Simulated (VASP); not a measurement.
Here is a VASP 6.6.1 calculation.

INCAR

```
SYSTEM = CdI2
PREC = Accurate
ENCUT = 500
EDIFF = 1E-6
ISMEAR = 0
SIGMA = 0.01
LREAL = .FALSE.
LASPH = .TRUE.
NELM = 120
ALGO = Normal
ISIF = 2
LWAVE = .FALSE.
LCHARG = .FALSE.
GGA = PE
IVDW = 13
NBANDS = 20
GGA_COMPAT = .FALSE.
```

The input KPOINTS:

```
Automatic mesh
0
G
  6 6 2
  0 0 0
```

The input POSCAR:

```
CdI2
1.0
    4.2910112908      0.0000000000      0.0000000000
   -2.1455056454      3.7161247857      0.0000000000
    0.0000000000      0.0000000000      7.3035834400
Cd I
1 2
Direct
    0.0000000000      0.0000000000      0.0000000000
    0.3333333333      0.6666666667      0.2357908500
    0.6666666667      0.3333333333      0.7642091500
```

Potentials or basis: VASP PAW PBE potentials, release 64 (Cd, I).

Launch:

```bash
$ cat potpaw_PBE.64/Cd/POTCAR potpaw_PBE.64/I/POTCAR > POTCAR
$ mpirun -np 1 vasp_std > vasp.out
```

Q: Estimate the dispersion energy per atom.

A: -0.328 eV.

Q: Estimate the band gap on the k mesh.

A: 2.39 eV (least direct gap 2.54 eV).

Q: What does it give for the pressure?

A: -0.7 GPa.

Q: What does it give for the largest force?

A: 0.040 eV/Å.

Forces on the atoms (eV/Å):
```
Cd   0.000  0.000  0.000
I    0.000  0.000  0.040
I    0.000  0.000 -0.040
```

Caveat: the k points lie up to 0.43 Å⁻¹ apart; spin-orbit coupling is left out, which moves the levels of the heavy elements. A k mesh can miss the band edges.
